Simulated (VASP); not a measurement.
Write the native input for VASP 6.6.1 that does the following.

```
Task                   : single point
Functional             : PBE
Potentials or basis    : VASP PAW PBE potentials, release 64 (Ti_sv)
Cutoff                 : 500 eV
k mesh                 : 16 × 16 × 5
Occupations            : gaussian, width 0.15 eV
Spin                   : no spin polarisation
Dipole correction      : no
Further INCAR settings : ALGO = Normal; EDIFF = 1e-06; NBANDS = 32
```

The structure of Ti lies in POSCAR:

```
Ti
1.0
   -1.6276186077      1.6276186077     -1.6276186077
   -1.6276186077     -1.6276186077      1.6276186077
    0.0000000000      6.5104744307      6.5104744307
Ti
4
Direct
    0.0000000000      0.0000000000      0.0000000000
    0.5000000000      0.5000000000      0.2500000000
    0.0000000000      0.0000000000      0.5000000000
    0.5000000000      0.5000000000      0.7500000000
```

This isn't the form of Ti at room conditions, which is hcp.

The input as run:

INCAR

```
PREC = Accurate ; ENCUT = 500
EDIFF = 1E-6 ; ISMEAR = 0
SIGMA = 0.15 ; LREAL = False
LASPH = True ; NELM = 120
ALGO = Normal ; ISIF = 2
LWAVE = False ; LCHARG = False
GGA = PE ; NBANDS = 32
GGA_COMPAT = False
```

KPOINTS

```
Automatic mesh
0
Gamma
  16 16 5
```

Potentials or basis: VASP PAW PBE potentials, release 64 (Ti_sv).

Command:

```bash
$ cat potpaw_PBE.64/Ti_sv/POTCAR > POTCAR
$ mpirun -np 1 vasp_std > vasp.out
```

Results of the run:

```json
{"Pressure": "-0.2 GPa", "Band gap on the k mesh": "zero (bands 24 and 25 overlap by 1.21 eV)"}
```

Run time: 7.1 min on 1 thread of Intel(R) Xeon(R) Platinum 8259CL CPU @ 2.50GHz (Skylake/Cascade Lake) (shared host), peak memory 0.42 GiB.
